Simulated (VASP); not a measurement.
# Eu (Im-3m) in VASP: notebook, part 2 of 2

VASP 6.6.1. Earlier steps stand in the parts before.

### Step 4. Single point, PBEsol+U, non-collinear spin, typed start, spin-orbit coupling

This run uses another cell than the first one: it holds 1 atom, not 2.

Contents of INCAR:

```
PREC = Accurate
ENCUT = 520
EDIFF = 1E-6
ISMEAR = 0
SIGMA = 0.05
LREAL = F
LASPH = T
NELM = 150
ALGO = Normal
ISIF = 2
LWAVE = F
LCHARG = T
LNONCOLLINEAR = T
MAGMOM = 5.558 5.558 0
LORBIT = 11
LSORBIT = T
GGA_COMPAT = F
LORBMOM = T
LMAXMIX = 6
LDAU = T
LDAUTYPE = 2
LDAUL = 3
LDAUU = 5
LDAUJ = 0
LDAUPRINT = 1
GGA = PS
LVHAR = T
NBANDS = 28
```

Contents of KPOINTS:

```
Automatic mesh
0
Gamma
  10 10 10
```

Contents of POSCAR:

```
Eu
1.0
   -2.3050001490      2.3050001490      2.3050001490
    2.3050001490     -2.3050001490      2.3050001490
    2.3050001490      2.3050001490     -2.3050001490
Eu
1
Direct
    0.0000000000      0.0000000000      0.0000000000
```

Potentials or basis: VASP PAW PBE potentials, release 64 (Eu).

On the command line:

```sh
$ cat potpaw_PBE.64/Eu/POTCAR > POTCAR
$ mpirun -np 1 vasp_ncl > vasp.out
```

OUTCAR:

```text
PREC = Accurate
   ENCUT = 520
   EDIFF = 1E-6
   ISMEAR = 0
   LREAL = F
   LASPH = T
   NELM = 150
   ISIF = 2
   LNONCOLLINEAR = T
   LORBIT = 11
   LSORBIT = T
   GGA = PS

 ion  position               nearest neighbor table
   1  0.000  0.000  0.000-

  LATTYP: Found a body centered cubic cell.
 ALAT       =     4.6100002980

  Lattice vectors:

 A1 = (  -2.3050001490,   2.3050001490,   2.3050001490)
 A2 = (   2.3050001490,  -2.3050001490,   2.3050001490)
 A3 = (   2.3050001490,   2.3050001490,  -2.3050001490)

Analysis of symmetry for initial positions (statically):
=====================================================================
 Subroutine PRICEL returns:
 Original cell was already a primitive cell.

 Routine SETGRP: Setting up the symmetry group for a
 body centered cubic supercell.

 Subroutine GETGRP returns: Found 48 space group operations
 (whereof 48 operations were pure point group operations)
 out of a pool of 48 trial point group operations.

The static configuration has the point symmetry O_h .

Analysis of symmetry for dynamics (positions and initial velocities):
=====================================================================
 Subroutine PRICEL returns:
 Original cell was already a primitive cell.

 Routine SETGRP: Setting up the symmetry group for a
 body centered cubic supercell.

 Subroutine GETGRP returns: Found 48 space group operations
 (whereof 48 operations were pure point group operations)
 out of a pool of 48 trial point group operations.

The dynamic configuration has the point symmetry O_h .

Analysis of structural, dynamic, and magnetic symmetry:
=====================================================================
 Subroutine PRICEL returns:
 Original cell was already a primitive cell.

 Routine SETGRP: Setting up the symmetry group for a
 body centered cubic supercell.

 Subroutine GETGRP returns: Found  4 space group operations
 (whereof  4 operations were pure point group operations)
 out of a pool of 48 trial point group operations.

The overall configuration has the point symmetry C_2h.

 Subroutine INISYM returns: Found  4 space group operations
 (whereof  4 operations are pure point group operations),
 and found     1 'primitive' translations

----------------------------------------------------------------------------------------

                                     Primitive cell

  volume of cell :      48.9861

  direct lattice vectors                    reciprocal lattice vectors
[... 185 lines left out ...]
  o =  0.9751  v =  0.3115  0.0130  0.1507 -0.0167 -0.1492  0.0295  0.3104  0.2012  0.2298  0.0888 -0.2961 -0.1144 -0.0200  0.2203      0.0000 -0.3120 -0.0112  0.4020 -0.0237  0.0012  0.0259  0.2378 -0.2114  0.1223  0.2724 -0.0987 -0.0217  0.2203
  o =  0.9764  v = -0.3272  0.0402 -0.0271 -0.0096  0.0295  0.0068 -0.3233 -0.1928  0.3937 -0.0299 -0.0939  0.0070 -0.0044 -0.2314      0.0000 -0.5166 -0.0173  0.1232 -0.0128  0.0005 -0.0506 -0.2644 -0.3369 -0.0118  0.0803  0.0314 -0.0052 -0.2314
  o =  0.9769  v =  0.3322 -0.0117  0.2919  0.0181  0.2918 -0.0223 -0.3292  0.2646  0.0088  0.2208 -0.0136  0.2200  0.2157 -0.2349      0.0000  0.0008 -0.0193 -0.0012 -0.0204 -0.3273  0.0450  0.2009  0.0077  0.1919 -0.0119  0.1927 -0.2472 -0.2349
  o =  0.9776  v = -0.0591 -0.0017 -0.3089 -0.0037  0.3091 -0.0210 -0.0591 -0.0412 -0.1624 -0.2279 -0.3555  0.2058  0.0148 -0.0418      0.0000  0.2280 -0.0178  0.4991 -0.0133 -0.0002 -0.0009 -0.0424  0.1601 -0.2092  0.3503  0.2310  0.0150 -0.0418

 number of electron      17.0000007 magnetization       5.1814267      5.1814267      0.0000000

 Free energy of the ion-electron system (eV)
  ---------------------------------------------------
  ext. energy  EPLUGINS =         0.00000000
  ---------------------------------------------------
  free energy    TOTEN  =       -11.55971766 eV

  energy without entropy =      -11.55823987  energy(sigma->0) =      -11.55897877

 E-fermi :   1.5026     XC(G=0):  -8.3021

 val. band max:        1.4896606654   @ k =   0.3000   0.3000   0.1000
 cond. band min:       1.5097624703   @ k =  -0.4000   0.4000   0.4000
 fundamental gap:      0.0201018048
 Fermi energy:         1.5025751125

 k-point     1 :       0.0000    0.0000    0.0000
  band No.  band energies     occupation
      1     -39.6443      1.00000
      2     -36.4988      1.00000
      3     -20.3762      1.00000
      4     -19.6672      1.00000
      5     -17.2811      1.00000
      6     -16.1128      1.00000
[... 733 lines left out ...]
     27       5.9868      0.00000
     28       8.4080      0.00000

 [... further k-points ...]
[... 5 lines left out ...]
  --------------------------------------------------------------------------------------
  -------------------------------------------------------------------------------------
  Total       -0.4156139     -0.4156139     -0.4154141      0.0022906      0.0000113     -0.0000106
  in kB      -13.5933915    -13.5933915    -13.5868547      0.0749176      0.0003691     -0.0003468
  external PRESSURE =     -13.5912125 kB  Pullay stress =       0.0000000 kB

 VOLUME and BASIS-vectors are now :
 -----------------------------------------------------------------------------
  energy-cutoff  :      520.00
  volume of cell :       48.99
      direct lattice vectors                 reciprocal lattice vectors
    -2.305000149  2.305000149  2.305000149     0.000000000  0.216919726  0.216919726
     2.305000149 -2.305000149  2.305000149     0.216919726  0.000000000  0.216919726
     2.305000149  2.305000149 -2.305000149     0.216919726  0.216919726  0.000000000

 POSITION                                       TOTAL-FORCE (eV/Angst)
 -----------------------------------------------------------------------------------
      0.00000      0.00000      0.00000        -0.000000     -0.000000     -0.000000
 -----------------------------------------------------------------------------------
    total drift:                                0.000000      0.000000      0.000000

  FREE ENERGIE OF THE ION-ELECTRON SYSTEM (eV)
  ---------------------------------------------------
  free  energy   TOTEN  =       -11.5597176606 eV

  energy  without entropy=      -11.5582398699  energy(sigma->0) =      -11.55897877

 orbital moment (x)

 # of ion     p       d       f       tot
 ------------------------------------------------
  1        -0.008  -0.002  -0.006  -0.016
 ------------------------------------------------
           -0.008  -0.002  -0.006  -0.016

 orbital moment (y)

 # of ion     p       d       f       tot
 ------------------------------------------------
  1        -0.008  -0.002  -0.006  -0.016
 ------------------------------------------------
           -0.008  -0.002  -0.006  -0.016

 orbital moment (z)

 # of ion     p       d       f       tot
 ------------------------------------------------
  1        -0.000  -0.000   0.000  -0.000
 ------------------------------------------------
           -0.000  -0.000   0.000  -0.000

 Spin-Orbit-Coupling matrix elements

 Ion:    1  E_soc:     -1.1189378
 l=   1
     0.0000000    -0.1534180    -0.1536172
    -0.1534180     0.0000000    -0.1534180
    -0.1536172    -0.1534180     0.0000000
 l=   2
     0.0000000     0.0000714     0.0000000     0.0000714    -0.0001834
     0.0000714     0.0000000    -0.0001935     0.0000799    -0.0000650
     0.0000000    -0.0001935     0.0000000    -0.0001935     0.0000000
     0.0000714     0.0000799    -0.0001935     0.0000000    -0.0000650
    -0.0001834    -0.0000650     0.0000000    -0.0000650     0.0000000
 l=   3
     0.0000000    -0.0027619     0.0000000     0.0000000     0.0000000    -0.0027567    -0.0302880
    -0.0027619     0.0000000    -0.0045503     0.0000000    -0.0045503    -0.0135145    -0.0027619
     0.0000000    -0.0045503     0.0000000    -0.0109792    -0.0033838    -0.0046277     0.0000000
     0.0000000     0.0000000    -0.0109792     0.0000000    -0.0109792     0.0000000     0.0000000
     0.0000000    -0.0045503    -0.0033838    -0.0109792     0.0000000    -0.0046277     0.0000000
    -0.0027567    -0.0135145    -0.0046277     0.0000000    -0.0046277     0.0000000    -0.0027567
    -0.0302880    -0.0027619     0.0000000     0.0000000     0.0000000    -0.0027567     0.0000000

 total charge

# of ion       s       p       d       f       tot
--------------------------------------------------
    1        2.075   5.743   0.196   6.816  14.831

 magnetization (x)

# of ion       s       p       d       f       tot
--------------------------------------------------
    1       -0.003  -0.062   0.065   4.793   4.794

 magnetization (y)

# of ion       s       p       d       f       tot
--------------------------------------------------
    1       -0.003  -0.062   0.065   4.793   4.794

 magnetization (z)

# of ion       s       p       d       f       tot
--------------------------------------------------
    1        0.000  -0.000  -0.000   0.000  -0.000
```

Run time: 12 min. Hardware: 1 thread of Intel Xeon 6975P-C (Granite Rapids), shared host; peak memory 0.71 GiB.

Results:

```yaml
Free_energy: -11.5597 eV
Pressure: -1.4 GPa
Net_moment: 7.33 μB per cell
Valence_electrons_inside_the_program's_atomic_spheres: Eu 14.83
```

Moments on the atoms (μB; x, y, z):
```
Eu  4.79 4.79 0.00
```

Caveat: the PAW data sets were made with another functional, which shifts forces and pressure a little. The state reached can hang on the start; a lower one may exist.

### Step 5. The runs side by side

| spin | cell | k mesh | gap on the mesh (eV) | pressure (GPa) | moment (μB) |
| --- | --- | --- | --- | --- | --- |
| collinear, antiferromagnetic start | a = 3.992, b = 3.992, c = 7.985 Å, angles 109.5°, 2 atoms, atomic positions A | 4 × 4 × 4 | none | -1.2 | 0.00 |
| collinear, antiferromagnetic start | a = 4.610, b = 4.610, c = 7.985 Å, angles 54.7, 54.7, 90.0°, 2 atoms, atomic positions A | 10 × 10 × 5 | none | -1.2 | 0.00 |
| non-collinear, typed start, SOC | a = 3.992 Å, angles 109.5°, 1 atom, atomic positions B | 10 × 10 × 10 | - | -1.4 | 7.33 |

Alike in all rows: task single point; level PBEsol+U; potentials or basis VASP PAW PBE potentials, release 64 (Eu); Eu f U = 5.0 eV; cutoff (eV) 520; smearing gaussian 0.05 eV.

Caveats: some runs use coarse meshes; the PAW data sets were made with another functional, which shifts forces and pressure a little; the antiferromagnetic order is the one typed at the start, and another may lie lower (at least some runs); spin-orbit coupling is left out, which moves the levels of the heavy elements (at least some runs).

Total energies depend on the potentials used, so only differences within one code and one set of settings carry meaning.

The gap in the log of VASP goes by the Fermi energy; the results here count the filled bands.